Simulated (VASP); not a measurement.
# Ti2Ga3Cu3Si8 (P1) in VASP: notebook

Ti2Ga3Cu3Si8 is run at these levels: PBE; tasks: single point.

Program: VASP 6.6.1. These are calculated values, not measurements. Logs are shortened: lines on timing, memory, paths and dates and some standing lists are left out, and cuts for length are marked.

### 1 The cell of the first run

The typed cell holds 16 atoms: a = 6.798 Å, b = 6.901 Å, c = 6.632 Å, α = 104.86°, β = 112.28°, γ = 111.71°.

### 2 Single point, PBE

Input file INCAR:

```
ALGO = Normal
EDIFF = 1E-6
ENCUT = 520
GGA = PE
ISIF = 2
ISMEAR = 0
ISYM = 0
LASPH = True
LCHARG = False
LREAL = Auto
LWAVE = False
NBANDS = 78
NELM = 60
PREC = Accurate
SIGMA = 0.1
```

Input file KPOINTS:

```
k-points
0
Gamma
  3 3 3
```

Input file POSCAR:

```
Ti2Ga3Cu3Si8
1.0
   -4.1511818988      3.8010868892     -3.8127520816
    4.2417530168      3.8887653414      3.8098594158
    4.0112539929     -3.7981942234     -3.6699315098
Si Ti Cu Ga
8 2 3 3
Direct
    0.1406165453      0.9026996741      0.5815653638
    1.0185025898      0.2222622575      0.7479692008
    0.8488989294      0.4669444428      0.7493842248
    0.7245130423      0.7537396185      0.5484448350
    1.0187634541      0.0168927215      0.0126553414
   -0.0643386672      0.6929607454      0.1410913635
    0.4924313145      0.4933143729      0.0155112611
    0.3080047425      0.8693563619      0.0885835395
    0.7669681296     -0.0390249600      0.2607675230
    0.2418686268      0.5193335428      0.2242947533
    0.5343978703      1.0356252358      0.5409786300
    0.9964522050      0.4760560030      0.4735575123
    0.5221648838      0.3023098439      0.3146404090
    0.2919124456      0.2972727779      0.5376729081
    0.4657420684      0.7633919295      0.7605586931
    0.6860636499      0.2298924129      0.0164804591
```

Potentials or basis: VASP PAW PBE potentials, release 64 (Si, Ti_sv, Cu, Ga_d).

On the command line:

```sh
> cat potpaw_PBE.64/Si/POTCAR potpaw_PBE.64/Ti_sv/POTCAR potpaw_PBE.64/Cu/POTCAR potpaw_PBE.64/Ga_d/POTCAR > POTCAR
> mpirun -np 1 vasp_std > vasp.out
```

OUTCAR:

```text
EDIFF = 1E-6
   ENCUT = 520
   GGA = PE
   ISIF = 2
   ISMEAR = 0
   ISYM = 0
   LASPH = True
   LREAL = Auto
   NELM = 60
   PREC = Accurate

 ion  position               nearest neighbor table
   1  0.141  0.903  0.582-   6 2.41   4 2.52  12 2.53  11 2.63  14 2.67  15 2.72   2 2.75   9 2.87

   2  0.019  0.222  0.748-   3 2.37   5 2.52   7 2.56  11 2.63   9 2.68   4 2.69  10 2.69  14 2.70
                             1 2.75  12 2.83
   3  0.849  0.467  0.749-   6 2.37   2 2.37  12 2.40  13 2.48  11 2.51   8 2.75   4 2.85  16 2.95

   4  0.725  0.754  0.548-   1 2.52   5 2.56  13 2.60  10 2.64  15 2.64   2 2.69   9 2.70  11 2.71
                             3 2.85   7 2.94
   5  0.019  0.017  0.013-   8 2.48   2 2.52   6 2.54   4 2.56  13 2.72   9 2.79  10 2.88  14 2.88
                            15 2.98
   6  0.936  0.693  0.141-   3 2.37   1 2.41   7 2.47   5 2.54   8 2.57   9 2.62  16 2.71  10 2.72
                            12 2.96
   7  0.492  0.493  0.016-   6 2.47   2 2.56  10 2.60  16 2.61  14 2.63  13 2.64   9 2.66  15 2.83
                             4 2.94
   8  0.308  0.869  0.089-  11 2.47  13 2.47   5 2.48   6 2.57   9 2.63  10 2.73   3 2.75  15 2.82

   9  0.767  0.961  0.261-   6 2.62   8 2.63   7 2.66   2 2.68   4 2.70  15 2.74   5 2.79  16 2.83
                            14 2.87   1 2.87
  10  0.242  0.519  0.224-   7 2.60   4 2.64   2 2.69   6 2.72   8 2.73  12 2.75  13 2.82  14 2.88
                             5 2.88
  11  0.534  0.036  0.541-   8 2.47   3 2.51   2 2.63   1 2.63  13 2.66  15 2.67  16 2.67   4 2.71

  12  0.996  0.476  0.474-   3 2.40  16 2.53   1 2.53  15 2.55  13 2.62  14 2.68  10 2.75   2 2.83
                             6 2.96
  13  0.522  0.302  0.315-   8 2.47   3 2.48  14 2.53   4 2.60  12 2.62   7 2.64  16 2.64  11 2.66
                             5 2.72  10 2.82
  14  0.292  0.297  0.538-  13 2.53   7 2.63   1 2.67  12 2.68   2 2.70  15 2.71   9 2.87  10 2.88
                             5 2.88
  15  0.466  0.763  0.761-  12 2.55   4 2.64  11 2.67  16 2.68  14 2.71   1 2.72   9 2.74   8 2.82
                             7 2.83   5 2.98
  16  0.686  0.230  0.016-  12 2.53   7 2.61  13 2.64  11 2.67  15 2.68   6 2.71   9 2.83   3 2.95

IMPORTANT INFORMATION: All symmetrisations will be switched off!
NOSYMM: (Re-)initialisation of all symmetry stuff for point group C_1.

----------------------------------------------------------------------------------------

                                     Primitive cell

  volume of cell :     237.3360

  direct lattice vectors                    reciprocal lattice vectors
    -4.151181899  3.801086889 -3.812752082     0.000838826  0.129981372 -0.133607331
     4.241753017  3.888765341  3.809859416     0.119793472  0.128629758 -0.002190440
     4.011253993 -3.798194223 -3.669931510     0.123489512 -0.001505601 -0.135951757

  length of vectors
     6.798356502  6.901448638  6.632106395     0.186404881  0.175786486  0.183670375

  position of ions in fractional coordinates (direct lattice)
     0.140616545  0.902699674  0.581565364
     0.018502590  0.222262257  0.747969201
     0.848898929  0.466944443  0.749384225
     0.724513042  0.753739618  0.548444835
     0.018763454  0.016892721  0.012655341
     0.935661333  0.692960745  0.141091364
[... 8 lines left out ...]
     0.465742068  0.763391930  0.760558693
     0.686063650  0.229892413  0.016480459

  ion indices of the primitive-cell ions
   primitive index   ion index
                 1           1
                 2           2
                 3           3
                 4           4
                 5           5
                 6           6
[... 8 lines left out ...]
                15          15
                16          16

----------------------------------------------------------------------------------------

 KPOINTS: k-points

Automatic generation of k-mesh.
 Grid dimensions read from file:
 generate k-points for:    3    3    3

 Generating k-lattice:

  Cartesian coordinates                     Fractional coordinates (reciprocal lattice)
     0.000279609  0.043327124 -0.044535777     0.333333333  0.000000000  0.000000000
     0.039931157  0.042876586 -0.000730147    -0.000000000  0.333333333 -0.000000000
     0.041163171 -0.000501867 -0.045317252    -0.000000000  0.000000000  0.333333333

  Length of vectors
     0.062134960  0.058595495  0.061223458

  Shift w.r.t. Gamma in fractional coordinates (k-lattice)
     0.000000000  0.000000000  0.000000000

 Subroutine IBZKPT returns following result:
 ===========================================

 Found     14 irreducible k-points:

 Following reciprocal coordinates:
            Coordinates               Weight
  0.000000  0.000000  0.000000      1.000000
  0.333333 -0.000000 -0.000000      2.000000
  0.000000  0.333333 -0.000000      2.000000
  0.333333  0.333333 -0.000000      2.000000
 -0.333333  0.333333 -0.000000      2.000000
  0.000000  0.000000  0.333333      2.000000
  0.333333 -0.000000  0.333333      2.000000
 -0.333333  0.000000  0.333333      2.000000
 -0.000000  0.333333  0.333333      2.000000
  0.333333  0.333333  0.333333      2.000000
 -0.333333  0.333333  0.333333      2.000000
  0.000000 -0.333333  0.333333      2.000000
  0.333333 -0.333333  0.333333      2.000000
 -0.333333 -0.333333  0.333333      2.000000
   k-points           NKPTS =     14   k-points in BZ     NKDIM =     14   number of bands    NBANDS=     78
   number of dos      NEDOS =    301   number of ions     NIONS =     16
   total plane-waves  NPLWV = 145800
   dimension x,y,z NGX =    54 NGY =   54 NGZ =   50
   dimension x,y,z NGXF=   108 NGYF=  108 NGZF=  100
   ions per type =               8   2   3   3
   NGX,Y,Z   is equivalent  to a cutoff of  13.21, 13.01, 12.53 a.u.
   NGXF,Y,Z  is equivalent  to a cutoff of  26.41, 26.02, 25.07 a.u.
 SYSTEM =  unknown system
   PREC   = accura    normal or accurate (medium, high low for compatibility)
   ISTART =      0    job   : 0-new  1-cont  2-samecut
   ICHARG =      2    charge: 1-file 2-atom 10-const
   ISPIN  =      1    spin polarized calculation?
   LNONCOLLINEAR =      F non collinear calculations
   LSORBIT =      F    spin-orbit coupling
   LASPH  =      T    aspherical Exc in radial PAW
   ENCUT  =  520.0 eV  38.22 Ry    6.18 a.u.  12.64 12.83 12.33*2*pi/ulx,y,z
   NELM   =     60;   NELMIN=  2; NELMDL= -5     # of ELM steps
   EDIFF  = 0.1E-05   stopping-criterion for ELM
   LREAL  =      T    real-space projection
   EDIFFG = 0.1E-04   stopping-criterion for IOM
   NSW    =      0    number of steps for IOM
   IBRION =     -1    ionic relax: 0-MD 1-quasi-New 2-CG
   NFREE  =      0    steps in history (QN), initial steepest desc. (CG)
   ISIF   =      2    stress and relaxation
   ISYM   =      0    0-nonsym 1-usesym 2-fastsym
   POTIM  = 0.5000    time-step for ionic-motion
   TEBEG  =    0.0;   TEEND  =   0.0 temperature during run
   PSTRESS=    0.0 pullay stress
   NELECT =     128.0000    total number of electrons
   NUPDOWN=      -1.0000    fix difference up-down
   EMIN   =  10.00;   EMAX   =-10.00  energy-range for DOS
   EFERMI =   0.00;   METHOD = LEGACY
   ISMEAR =     0;   SIGMA  =   0.10  broadening in eV -4-tet -1-fermi 0-gaus
   EFERMI_NEDOS =   21; number of points for ismear=-14 and -15
   IALGO  =     38    algorithm
   IMIX   =      4    mixing-type and parameters
     AMIX     =   0.40;   BMIX     =  1.00
     AMIX_MAG =   1.60;   BMIX_MAG =  1.00
  volume/ion in A,a.u.               =      14.83       100.10
  Fermi-wavevector in a.u.,A,eV,Ry     =   1.332571  2.518194 24.160476  1.775745
  Thomas-Fermi vector in A             =   2.461495
   LORBIT       =      0    0 simple, 1 ext, 2 COOP (PROOUT), +10 PAW based schemes
   GGA     = PE    functional components
   LHFCALC =     F    Hartree Fock is set to
   AEXX    =    0.0000 exact exchange contribution
   IVDW    =     0    specifies the selected vdW correction
   LEPSILON=     F    determine dielectric tensor
   LRPA    =     F    only Hartree local field effects (RPA)
 non-spin polarized calculation
 Gauss-broadening in eV      SIGMA  =   0.10
  energy-cutoff  :      520.00
  volume of cell :      237.34
 maximum number of plane-waves:      6407
 NGX is ok and might be reduce to    50
   NGX = 25   NGY = 25   NGZ = 25

 number of electron     128.0000002 magnetization

 Free energy of the ion-electron system (eV)
  ---------------------------------------------------
  ext. energy  EPLUGINS =         0.00000000
  ---------------------------------------------------
  free energy    TOTEN  =       -79.04896781 eV

  energy without entropy =      -79.01885890  energy(sigma->0) =      -79.03391336

 E-fermi :   8.7582     XC(G=0): -11.4954

 val. band max:        8.7310978184   @ k =   0.3333  -0.0000  -0.0000
 cond. band min:       8.7801614275   @ k =   0.3333  -0.0000   0.3333
 fundamental gap:      0.0490636091
 Fermi energy:         8.7582445548

 k-point     1 :       0.0000    0.0000    0.0000
  band No.  band energies     occupation
      1     -48.3603      2.00000
      2     -48.1784      2.00000
      3     -24.6860      2.00000
      4     -24.6564      2.00000
      5     -24.6089      2.00000
      6     -24.5197      2.00000
[... 68 lines left out ...]
     75      11.2197      0.00000
     76      11.4876      0.00000

 k-point     2 :       0.3333   -0.0000   -0.0000
  band No.  band energies     occupation
      1     -48.3603      2.00000
      2     -48.1784      2.00000
      3     -24.6860      2.00000
      4     -24.6560      2.00000
      5     -24.6089      2.00000
      6     -24.5198      2.00000
[... 68 lines left out ...]
     75      11.1082      0.00000
     76      11.2631      0.00000

 k-point     3 :       0.0000    0.3333   -0.0000
  band No.  band energies     occupation
      1     -48.3603      2.00000
      2     -48.1784      2.00000
      3     -24.6860      2.00000
      4     -24.6560      2.00000
      5     -24.6089      2.00000
      6     -24.5198      2.00000
[... 858 lines left out ...]
     75      10.8185      0.00000
     76      10.8839      0.00000

 k-point    14 :      -0.3333   -0.3333    0.3333
  band No.  band energies     occupation
      1     -48.3603      2.00000
      2     -48.1784      2.00000
      3     -24.6860      2.00000
      4     -24.6561      2.00000
      5     -24.6089      2.00000
      6     -24.5198      2.00000
[... 68 lines left out ...]
     75      10.9432      0.00000
     76      11.2914      0.00000
 [bands above 76 left out]

------------------------ aborting loop because EDIFF is reached ----------------------------------------

  FORCE on cell =-STRESS in cart. coord.  units (eV):
  Direction    XX          YY          ZZ          XY          YZ          ZX
  --------------------------------------------------------------------------------------
  -------------------------------------------------------------------------------------
  Total        0.3495566      0.2613903      0.1338786      0.0058017      0.0499608     -0.0248052
  in kB        2.3597419      1.7645603      0.9037707      0.0391652      0.3372691     -0.1674517
  external PRESSURE =       1.6760243 kB  Pullay stress =       0.0000000 kB

 VOLUME and BASIS-vectors are now :
 -----------------------------------------------------------------------------
  energy-cutoff  :      520.00
  volume of cell :      237.34
      direct lattice vectors                 reciprocal lattice vectors
    -4.151181899  3.801086889 -3.812752082     0.000838826  0.129981372 -0.133607331
     4.241753017  3.888765341  3.809859416     0.119793472  0.128629758 -0.002190440
     4.011253993 -3.798194223 -3.669931510     0.123489512 -0.001505601 -0.135951757

 POSITION                                       TOTAL-FORCE (eV/Angst)
 -----------------------------------------------------------------------------------
      5.57811      1.83598      0.76872         0.005061      0.003727      0.008967
      3.86627     -1.90628     -1.96875         0.005374     -0.003991     -0.005046
      1.46270      2.19627     -4.20784         0.035763     -0.001571     -0.025789
      2.38954      3.60195     -1.90350         0.008797      0.017454     -0.013468
      0.04453      0.08895     -0.05363        -0.000292     -0.009608      0.006016
     -0.37878      5.71540     -1.44516         0.001959      0.004642      0.008310
[... 8 lines left out ...]
      4.35553      1.85023     -1.65854        -0.004679     -0.000653     -0.016623
     -1.80672      3.43919     -1.80041        -0.000705      0.011532      0.005910
 -----------------------------------------------------------------------------------
    total drift:                               -0.017301     -0.007111      0.007725

  FREE ENERGIE OF THE ION-ELECTRON SYSTEM (eV)
  ---------------------------------------------------
  free  energy   TOTEN  =       -79.0489678128 eV

  energy  without entropy=      -79.0188588990  energy(sigma->0) =      -79.03391336
```

Wall time 16 min (1 thread of Oxide Virtual Turin-like, shared host); peak memory 0.43 GiB.

Results:

```
Free energy            : -79.0490 eV
Pressure               : 0.2 GPa
Largest force          : 0.044 eV/Å
Band gap on the k mesh : zero (band 64 reaches 8.99 eV, above the bottom of band 65 at 8.78 eV)
```

Forces on the atoms (eV/Å):
```
Si   0.005  0.004  0.009
Si   0.005 -0.004 -0.005
Si   0.036 -0.002 -0.026
Si   0.009  0.017 -0.013
Si   0.000 -0.010  0.006
Si   0.002  0.005  0.008
Si   0.004  0.010  0.003
Si  -0.018 -0.010  0.020
Ti  -0.016 -0.008  0.015
Ti  -0.007 -0.009 -0.012
Cu   0.001  0.000  0.004
Cu  -0.010 -0.001  0.007
Cu  -0.007  0.004  0.004
Ga   0.001 -0.006 -0.009
Ga  -0.005 -0.001 -0.017
Ga  -0.001  0.012  0.006
```

Caveat: the k points lie up to 0.39 Å⁻¹ apart.

### 3 Single point, PBE

This run uses another cell than the first one, of 15.29 Å³/atom, 1.031 times its volume.

Input file INCAR:

```
SYSTEM = Ti2Ga3Cu3Si8
  PREC = Accurate
  ENCUT = 520
  EDIFF = 1E-7
  ISMEAR = 0
  SIGMA = 0.1
  LREAL = Auto
  LASPH = .TRUE.
  NELM = 100
  ALGO = Normal
  ISIF = 2
  LWAVE = .FALSE.
  LCHARG = .FALSE.
  GGA = PE
  NBANDS = 78
  ISYM = 0
```

Input file KPOINTS:

```
regular mesh
0
G
  3 3 3
  0 0 0
```

Input file POSCAR:

```
Ti2Ga3Cu3Si8
1.0
   -2.6786518386      4.7069504412     -3.5187500591
    3.5827754470      5.0647022842      2.9723782935
    3.4773104940     -4.1605786757     -3.7710369490
Si Ti Cu Ga
8 2 3 3
Direct
    0.0620311663      0.3340070477      0.8834748243
    0.1753185163      0.2048309974      0.3058920590
    0.8344480805      0.1211884800      0.3737375278
    0.5463715799      0.3509735234      0.2938309096
    0.9104273564      0.9504313223      0.6392463903
   -0.1194591454      0.8165274327     -0.0097710065
    0.2206541232      0.5622212243      0.3159915518
    0.3720450152      0.3559949439     -0.2343845133
    0.0220081944      0.5497327137      0.5882480035
    0.7463763214      0.1846507885      0.9877440086
    0.5056292917      0.0596783260      0.4861907343
    0.7115339183      0.4428947234      0.7285229613
    0.6035588280      0.7385613523      0.5893811163
    0.3459125527     -0.0539695564      0.7937327446
   -0.2486653790      0.6266331542      0.1890693910
    0.3025266260      0.7705217026      1.0793032797
```

Potentials or basis: VASP PAW PBE potentials, release 64 (Si, Ti_sv, Cu, Ga_d).

On the command line:

```sh
> cat potpaw_PBE.64/Si/POTCAR potpaw_PBE.64/Ti_sv/POTCAR potpaw_PBE.64/Cu/POTCAR potpaw_PBE.64/Ga_d/POTCAR > POTCAR
> mpirun -np 1 vasp_std > vasp.out
```

It took 17 min on 1 thread of Oxide Virtual Turin-like, shared host; peak memory 0.41 GiB.

Results (log left out):

```yaml
Free_energy: -79.3219 eV
Pressure: 0.2 GPa
Largest_force: 0.024 eV/Å
Band_gap_on_the_k_mesh: zero (band 64 reaches 8.63 eV, above the bottom of band 65 at 7.97 eV)
```

Forces on the atoms (eV/Å):
```
Si  -0.004  0.014 -0.020
Si   0.009 -0.012 -0.001
Si  -0.002  0.014 -0.004
Si  -0.006 -0.001 -0.003
Si   0.002  0.015 -0.001
Si   0.015  0.007 -0.006
Si  -0.006 -0.004 -0.005
Si   0.002 -0.023  0.005
Ti   0.000 -0.008 -0.004
Ti   0.005 -0.005  0.012
Cu   0.003  0.011 -0.009
Cu  -0.007 -0.007  0.019
Cu  -0.012 -0.003  0.005
Ga   0.005 -0.005 -0.001
Ga   0.009  0.003  0.005
Ga  -0.013  0.004  0.008
```

Stress tensor (GPa, compression positive):
```
 0.13  0.05  0.01
 0.05  0.23 -0.04
 0.01 -0.04  0.12
```

Levels at points of the mesh, in eV from the Fermi level:
```csv
k point,band 60,band 61,band 62,band 63,band 64,band 65,band 66,band 67,band 68,band 69
"(0.00, 0.00, 0.00)",-0.71,-0.63,-0.30,-0.15,0.31,0.39,0.93,1.09,1.13,1.30
```

Caveat: the k points lie up to 0.38 Å⁻¹ apart.
